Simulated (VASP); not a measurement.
# PtS2 (P1) in VASP: further runs

PtS2 is run at these levels: r2SCAN; tasks: single point.

Program: VASP 6.6.1. These are calculated values, not measurements. Logs are shortened: lines on timing, memory, paths and dates and some standing lists are left out, and cuts for length are marked.

**1. The cell of the first run**

The typed cell holds 3 atoms: a = 3.543 Å, b = 3.543 Å, c = 5.039 Å, α = 90.00°, β = 90.00°, γ = 120.00°.

**2. Single point, r2SCAN**

Contents of POSCAR:

```
PtS2
1.0
    3.5432000000      0.0000000000      0.0000000000
   -1.7716000000      3.0685010000      0.0000000000
    0.0000000000      0.0000000000      5.0388000000
Pt S
1 2
Direct
   -0.0005006504     -0.0258448984     -0.0091311385
    0.3456964205      0.6418801663      0.2235555553
    0.6471119693      0.3198636285      0.7541704483
```

Contents of INCAR.step1:

```
SYSTEM = PtS2
PREC = Accurate
ENCUT = 520
ISMEAR = -1
SIGMA = 0.1
LREAL = .False.
LASPH = .True.
NELM = 80
NBANDS = 18
GGA = PE
ALGO = Normal
EDIFF = 1E-4
LWAVE = .True.
LCHARG = .False.
```

Contents of INCAR.step2:

```
SYSTEM = PtS2
PREC = Accurate
ENCUT = 520
EDIFF = 1E-6
ISMEAR = -1
SIGMA = 0.1
LREAL = .False.
LASPH = .True.
NELM = 80
ALGO = Normal
ISIF = 2
LWAVE = .False.
LCHARG = .False.
METAGGA = R2SCAN
LMIXTAU = .True.
NBANDS = 18
ISTART = 1
```

Contents of KPOINTS:

```
regular mesh
0
Gamma
  6 6 4
  0 0 0
```

Potentials or basis: VASP PAW PBE potentials, release 64 (Pt, S).

Launch:

```console
> cat potpaw_PBE.64/Pt/POTCAR potpaw_PBE.64/S/POTCAR > POTCAR
> cp INCAR.step1 INCAR
> mpirun -np 1 vasp_std > vasp.out
> cp INCAR.step2 INCAR
> mpirun -np 1 vasp_std > vasp.out
```

OUTCAR:

```text
SYSTEM = PtS2
   PREC = Accurate
   ENCUT = 520
   EDIFF = 1E-6
   ISMEAR = -1
   LREAL = .False.
   LASPH = .True.
   NELM = 80
   ISIF = 2
   METAGGA = R2SCAN
   ISTART = 1

 ion  position               nearest neighbor table
   1  0.999  0.974  0.991-   3 2.32   2 2.32   3 2.34   2 2.36   2 2.39   3 2.45
   2  0.346  0.642  0.224-   1 2.32   1 2.36   1 2.39
   3  0.647  0.320  0.754-   1 2.32   1 2.34   1 2.45

  LATTYP: Found a hexagonal cell.
 ALAT       =     3.5432000000
 C/A-ratio  =     1.4221043125

  Lattice vectors:

 A1 = (   3.5432000000,   0.0000000000,   0.0000000000)
 A2 = (  -1.7716000000,   3.0685010000,   0.0000000000)
 A3 = (   0.0000000000,   0.0000000000,   5.0388000000)

Analysis of symmetry for initial positions (statically):
=====================================================================
 Subroutine PRICEL returns:
 Original cell was already a primitive cell.

 Routine SETGRP: Setting up the symmetry group for a
 hexagonal supercell.

 Subroutine GETGRP returns: Found  1 space group operations
 (whereof  1 operations were pure point group operations)
 out of a pool of 24 trial point group operations.

The static configuration has the point symmetry C_1 .

Analysis of symmetry for dynamics (positions and initial velocities):
=====================================================================
 Subroutine PRICEL returns:
 Original cell was already a primitive cell.

 Routine SETGRP: Setting up the symmetry group for a
 hexagonal supercell.

 Subroutine GETGRP returns: Found  1 space group operations
 (whereof  1 operations were pure point group operations)
 out of a pool of 24 trial point group operations.

The dynamic configuration has the point symmetry C_1 .

 Subroutine INISYM returns: Found  1 space group operations
 (whereof  1 operations are pure point group operations),
 and found     1 'primitive' translations

----------------------------------------------------------------------------------------

                                     Primitive cell

  volume of cell :      54.7834

  direct lattice vectors                    reciprocal lattice vectors
     3.543200000  0.000000000  0.000000000     0.282230752  0.162946012  0.000000000
    -1.771600000  3.068501000  0.000000000     0.000000000  0.325892023  0.000000000
     0.000000000  0.000000000  5.038800000     0.000000000  0.000000000  0.198459951

  length of vectors
     3.543200000  3.543199818  5.038800000     0.325892007  0.325892023  0.198459951

  position of ions in fractional coordinates (direct lattice)
     0.999499350  0.974155102  0.990868861
     0.345696420  0.641880166  0.223555555
     0.647111969  0.319863629  0.754170448

  ion indices of the primitive-cell ions
   primitive index   ion index
                 1           1
                 2           2
                 3           3

----------------------------------------------------------------------------------------

 KPOINTS: regular mesh

Automatic generation of k-mesh.
 Grid dimensions read from file:
 generate k-points for:    6    6    4

 Generating k-lattice:

  Cartesian coordinates                     Fractional coordinates (reciprocal lattice)
     0.047038459  0.027157669  0.000000000     0.166666667 -0.000000000  0.000000000
     0.000000000  0.054315337  0.000000000     0.000000000  0.166666667  0.000000000
     0.000000000  0.000000000  0.049614988     0.000000000  0.000000000  0.250000000

  Length of vectors
     0.054315334  0.054315337  0.049614988

  Shift w.r.t. Gamma in fractional coordinates (k-lattice)
     0.000000000  0.000000000  0.000000000

 Subroutine IBZKPT returns following result:
 ===========================================

 Found     76 irreducible k-points:

 Following reciprocal coordinates:
            Coordinates               Weight
  0.000000  0.000000  0.000000      1.000000
  0.166667  0.000000  0.000000      2.000000
  0.000000  0.166667  0.000000      2.000000
 -0.166667  0.166667  0.000000      2.000000
  0.333333 -0.000000  0.000000      2.000000
  0.000000  0.333333  0.000000      2.000000
[... 16 lines left out ...]
  0.000000  0.166667  0.250000      2.000000
 -0.166667  0.166667  0.250000      2.000000
 [... further k-points ...]
   k-points           NKPTS =     76   k-points in BZ     NKDIM =     76   number of bands    NBANDS=     18
   number of dos      NEDOS =    301   number of ions     NIONS =      3
   total plane-waves  NPLWV =  31360
   dimension x,y,z NGX =    28 NGY =   28 NGZ =   40
   dimension x,y,z NGXF=    56 NGYF=   56 NGZF=   80
   ions per type =               1   2
   NGX,Y,Z   is equivalent  to a cutoff of  13.14, 13.14, 13.20 a.u.
   NGXF,Y,Z  is equivalent  to a cutoff of  26.28, 26.28, 26.39 a.u.
 SYSTEM =  PtS2
   PREC   = accura    normal or accurate (medium, high low for compatibility)
   ISTART =      1    job   : 0-new  1-cont  2-samecut
   ICHARG =      0    charge: 1-file 2-atom 10-const
   ISPIN  =      1    spin polarized calculation?
   LNONCOLLINEAR =      F non collinear calculations
   LSORBIT =      F    spin-orbit coupling
   LASPH  =      T    aspherical Exc in radial PAW
   ENCUT  =  520.0 eV  38.22 Ry    6.18 a.u.   6.59  6.59  9.37*2*pi/ulx,y,z
   NELM   =     80;   NELMIN=  2; NELMDL=  0     # of ELM steps
   EDIFF  = 0.1E-05   stopping-criterion for ELM
   LREAL  =      F    real-space projection
   EDIFFG = 0.1E-04   stopping-criterion for IOM
   NSW    =      0    number of steps for IOM
   IBRION =     -1    ionic relax: 0-MD 1-quasi-New 2-CG
   NFREE  =      0    steps in history (QN), initial steepest desc. (CG)
   ISIF   =      2    stress and relaxation
   ISYM   =      2    0-nonsym 1-usesym 2-fastsym
   POTIM  = 0.5000    time-step for ionic-motion
   TEBEG  =    0.0;   TEEND  =   0.0 temperature during run
   PSTRESS=    0.0 pullay stress
   NELECT =      22.0000    total number of electrons
   NUPDOWN=      -1.0000    fix difference up-down
   EMIN   =  10.00;   EMAX   =-10.00  energy-range for DOS
   EFERMI =   0.00;   METHOD = LEGACY
   ISMEAR =    -1;   SIGMA  =   0.10  broadening in eV -4-tet -1-fermi 0-gaus
   EFERMI_NEDOS =   21; number of points for ismear=-14 and -15
   IALGO  =     38    algorithm
   IMIX   =      4    mixing-type and parameters
     AMIX     =   0.40;   BMIX     =  1.00
     AMIX_MAG =   1.60;   BMIX_MAG =  1.00
  volume/ion in A,a.u.               =      18.26       123.23
  Fermi-wavevector in a.u.,A,eV,Ry     =   1.207812  2.282434 19.848316  1.458810
  Thomas-Fermi vector in A             =   2.343439
   LORBIT       =      0    0 simple, 1 ext, 2 COOP (PROOUT), +10 PAW based schemes
   METAGGA = R2SCAN    functional components
   LHFCALC =     F    Hartree Fock is set to
   AEXX    =    0.0000 exact exchange contribution
   IVDW    =     0    specifies the selected vdW correction
   LEPSILON=     F    determine dielectric tensor
   LRPA    =     F    only Hartree local field effects (RPA)
 non-spin polarized calculation
  energy-cutoff  :      520.00
  volume of cell :       54.78
 maximum number of plane-waves:      1507
 NGX is ok and might be reduce to    28
   NGX = 13   NGY = 13   NGZ = 19

 number of electron      22.0000000 magnetization

 Free energy of the ion-electron system (eV)
  ---------------------------------------------------
  ext. energy  EPLUGINS =         0.00000000
  ---------------------------------------------------
  free energy    TOTEN  =       -68.74314354 eV

  energy without entropy =      -68.74168482  energy(sigma->0) =      -68.74241418

 E-fermi :   7.0010     XC(G=0): -11.3149

 val. band max:        6.5469044222   @ k =   0.1667  -0.1667   0.2500
 cond. band min:       7.3964322140   @ k =   0.3333  -0.3333   0.2500
 fundamental gap:      0.8495277918
 Fermi energy:         7.0009509988

 k-point     1 :       0.0000    0.0000    0.0000
  band No.  band energies     occupation
      1      -9.5485      2.00000
      2      -6.3460      2.00000
      3      -0.7265      2.00000
      4      -0.6194      2.00000
      5      -0.4154      2.00000
      6       2.3903      2.00000
[... 10 lines left out ...]
     17      15.2565      0.00000
     18      19.4738      0.00000

 k-point     2 :       0.1667    0.0000    0.0000
  band No.  band energies     occupation
      1      -9.1705      2.00000
      2      -6.5628      2.00000
      3      -0.3404      2.00000
      4      -0.2855      2.00000
      5      -0.1516      2.00000
      6       1.7883      2.00000
[... 10 lines left out ...]
     17      15.9099      0.00000
     18      16.9913      0.00000

 k-point     3 :       0.0000    0.1667    0.0000
  band No.  band energies     occupation
      1      -9.1756      2.00000
      2      -6.5544      2.00000
      3      -0.4044      2.00000
      4      -0.2480      2.00000
      5      -0.1845      2.00000
      6       1.8461      2.00000
[... 10 lines left out ...]
     17      16.0105      0.00000
     18      17.0682      0.00000

 k-point     4 :      -0.1667    0.1667    0.0000
  band No.  band energies     occupation
      1      -9.1933      2.00000
      2      -6.5272      2.00000
      3      -0.4779      2.00000
      4      -0.4176      2.00000
      5      -0.0822      2.00000
      6       1.9961      2.00000
[... 375 lines left out ...]
      4      -0.1833      2.00000
      5       0.4555      2.00000
      6       1.8165      2.00000
[... 10 lines left out ...]
     17      15.4767      0.00000
     18      16.5908      0.00000

 k-point    23 :       0.0000    0.1667    0.2500
  band No.  band energies     occupation
      1      -9.0276      2.00000
      2      -6.8500      2.00000
      3      -0.6139      2.00000
      4      -0.2623      2.00000
      5       0.4421      2.00000
      6       1.7511      2.00000
[... 10 lines left out ...]
     17      16.1118      0.00000
     18      16.5383      0.00000

 k-point    24 :      -0.1667    0.1667    0.2500
  band No.  band energies     occupation
      1      -9.0323      2.00000
      2      -6.8625      2.00000
      3      -0.4256      2.00000
      4      -0.4016      2.00000
      5       0.2970      2.00000
      6       2.0239      2.00000
[... 10 lines left out ...]
     17      15.6179      0.00000
     18      16.8939      0.00000

 [... further k-points ...]

------------------------ aborting loop because EDIFF is reached ----------------------------------------

  FORCE on cell =-STRESS in cart. coord.  units (eV):
  Direction    XX          YY          ZZ          XY          YZ          ZX
  --------------------------------------------------------------------------------------
  -------------------------------------------------------------------------------------
  Total        1.9832078      2.3813839      2.2644338      0.9292211      0.3370682     -1.6901449
  in kB       58.0002332     69.6451585     66.2248749     27.1756897      9.8577846    -49.4294137
  external PRESSURE =      64.6234222 kB  Pullay stress =       0.0000000 kB

 VOLUME and BASIS-vectors are now :
 -----------------------------------------------------------------------------
  energy-cutoff  :      520.00
  volume of cell :       54.78
      direct lattice vectors                 reciprocal lattice vectors
     3.543200000  0.000000000  0.000000000     0.282230752  0.162946012  0.000000000
    -1.771600000  3.068501000  0.000000000     0.000000000  0.325892023  0.000000000
     0.000000000  0.000000000  5.038800000     0.000000000  0.000000000  0.198459951

 POSITION                                       TOTAL-FORCE (eV/Angst)
 -----------------------------------------------------------------------------------
      1.81561      2.98920      4.99279        -0.344267      0.341608     -0.136529
      0.08772      1.96961      1.12645        -0.625435     -0.005585      0.771019
      1.72618      0.98150      3.80011         0.969702     -0.336023     -0.634490
 -----------------------------------------------------------------------------------
    total drift:                               -0.000103      0.000008      0.000049

  FREE ENERGIE OF THE ION-ELECTRON SYSTEM (eV)
  ---------------------------------------------------
  free  energy   TOTEN  =       -68.7431435378 eV

  energy  without entropy=      -68.7416848169  energy(sigma->0) =      -68.74241418
```

It took 3 min on 1 thread of AMD EPYC 9R14 (Zen 4), shared host; peak memory 0.19 GiB.

What came out:

| Item | Value |
| --- | --- |
| Free energy | -68.7431 eV |
| Pressure | 6.5 GPa |
| Largest force | 1.207 eV/Å |
| Band gap on the k mesh | 0.85 eV, indirect (least direct gap 1.43 eV) |

Forces in eV/Å, atoms in the order of the input:
```
Pt  -0.344  0.342 -0.137
S   -0.625 -0.006  0.771
S    0.970 -0.336 -0.634
```

Levels at points of the mesh, in eV from the valence-band top:
| k point | band 7 | band 8 | band 9 | band 10 | band 11 | band 12 | band 13 | band 14 | band 15 | band 16 |
| --- | --- | --- | --- | --- | --- | --- | --- | --- | --- | --- |
| (0.00, 0.00, 0.00) | -4.04 | -2.04 | -1.36 | -0.98 | -0.02 | 2.19 | 2.65 | 5.14 | 6.25 | 8.24 |
| (0.50, 0.00, 0.00) | -3.51 | -3.47 | -3.42 | -3.30 | -2.45 | 1.99 | 2.72 | 5.77 | 6.92 | 8.57 |
| (0.00, 0.50, 0.00) | -3.48 | -3.46 | -3.36 | -3.21 | -2.47 | 1.87 | 2.79 | 5.89 | 6.93 | 8.69 |
| (0.50, 0.50, 0.00) | -3.43 | -3.40 | -3.16 | -3.03 | -2.52 | 1.55 | 3.10 | 5.99 | 7.10 | 8.73 |
| (0.00, 0.00, 0.50) | -4.07 | -2.65 | -1.50 | -1.30 | -1.02 | 2.78 | 3.13 | 5.96 | 7.82 | 8.06 |
| (0.50, 0.00, 0.50) | -3.51 | -3.43 | -3.12 | -2.85 | -1.60 | 1.85 | 2.53 | 5.85 | 6.01 | 8.26 |
| (0.00, 0.50, 0.50) | -3.49 | -3.37 | -3.09 | -2.85 | -1.48 | 1.91 | 2.56 | 5.73 | 5.90 | 8.21 |
| (0.50, 0.50, 0.50) | -3.41 | -3.21 | -3.05 | -2.84 | -1.24 | 2.21 | 2.46 | 5.42 | 5.76 | 8.17 |

Caveat: the PAW data sets were made with another functional, which shifts forces and pressure a little; spin-orbit coupling is left out, which moves the levels of the heavy elements.

**3. Single point, r2SCAN**

Contents of POSCAR:

```
PtS2
1.0
    3.5432000000      0.0000000000      0.0000000000
   -1.7716000000      3.0685010000      0.0000000000
    0.0000000000      0.0000000000      5.0388000000
Pt S
1 2
Direct
   -0.0046429975     -0.0147218287     -0.0118374945
    0.3278450558      0.6417229016      0.2389804268
    0.6691056303      0.3088979130      0.7414521884
```

Contents of INCAR.step1:

```
SYSTEM = PtS2
PREC     = Accurate       ! precision mode
ENCUT    = 520            ! plane-wave cutoff, eV
ISMEAR   = -1             ! smearing method
SIGMA    = 0.1            ! smearing width, eV
LREAL    = .FALSE.        ! projectors in reciprocal space
LASPH    = .TRUE.         ! aspherical terms in the spheres
NELM     = 80             ! most SCF steps
NBANDS   = 18             ! bands
GGA      = PE             ! functional
ALGO     = Normal         ! electronic algorithm
EDIFF    = 1E-4           ! SCF threshold, eV
LWAVE    = .TRUE.         ! write WAVECAR
LCHARG   = .FALSE.        ! write CHGCAR
```

Contents of INCAR.step2:

```
SYSTEM = PtS2
PREC     = Accurate       ! precision mode
ENCUT    = 520            ! plane-wave cutoff, eV
EDIFF    = 1E-6           ! SCF threshold, eV
ISMEAR   = -1             ! smearing method
SIGMA    = 0.1            ! smearing width, eV
LREAL    = .FALSE.        ! projectors in reciprocal space
LASPH    = .TRUE.         ! aspherical terms in the spheres
NELM     = 80             ! most SCF steps
ALGO     = Normal         ! electronic algorithm
ISIF     = 2              ! what is computed and relaxed
LWAVE    = .FALSE.        ! write WAVECAR
LCHARG   = .FALSE.        ! write CHGCAR
METAGGA  = R2SCAN         ! meta-GGA
LMIXTAU  = .TRUE.       
NBANDS   = 18             ! bands
ISTART   = 1
```

Contents of KPOINTS:

```
regular mesh
0
G
  6 6 4
  0 0 0
```

Potentials or basis: VASP PAW PBE potentials, release 64 (Pt, S).

Launch:

```console
> cat potpaw_PBE.64/Pt/POTCAR potpaw_PBE.64/S/POTCAR > POTCAR
> cp INCAR.step1 INCAR
> mpirun -np 1 vasp_std > vasp.out
> cp INCAR.step2 INCAR
> mpirun -np 1 vasp_std > vasp.out
```

It took 2.9 min on 1 thread of AMD EPYC 9R14 (Zen 4), shared host; peak memory 0.19 GiB.

Results (log left out):

| Quantity | Value |
| --- | --- |
| Free energy | -68.8048 eV |
| Pressure | 0.6 GPa |
| Largest force | 0.735 eV/Å |
| Band gap on the k mesh | 0.70 eV, indirect (least direct gap 1.46 eV) |

Forces in eV/Å, atoms in the order of the input:
```
Pt   0.487 -0.512  0.203
S   -0.086  0.257 -0.489
S   -0.401  0.255  0.286
```

Stress tensor (GPa, compression positive):
```
 1.00 -0.50  1.00
-0.50  0.99  0.01
 1.00  0.01 -0.22
```

Levels at points of the mesh, in eV from the valence-band top:
```csv
k point,band 9,band 10,band 11,band 12,band 13,band 14
"(0.00, 0.00, 0.00)",-1.19,-1.13,0.00,1.90,2.00,4.97
"(0.50, 0.00, 0.00)",-3.28,-3.16,-2.62,1.40,2.61,5.77
"(0.00, 0.50, 0.00)",-3.27,-3.18,-2.62,1.45,2.59,5.74
"(0.50, 0.50, 0.00)",-3.28,-3.20,-2.63,1.49,2.56,5.72
"(0.00, 0.00, 0.50)",-1.52,-1.47,-1.26,2.60,2.64,6.00
"(0.50, 0.00, 0.50)",-3.00,-2.70,-1.50,1.57,2.27,5.30
"(0.00, 0.50, 0.50)",-2.97,-2.74,-1.53,1.54,2.28,5.35
"(0.50, 0.50, 0.50)",-2.94,-2.79,-1.57,1.52,2.28,5.39
```

Caveat: the PAW data sets were made with another functional, which shifts forces and pressure a little; spin-orbit coupling is left out, which moves the levels of the heavy elements.

(Part 1 of 2 ends here.)
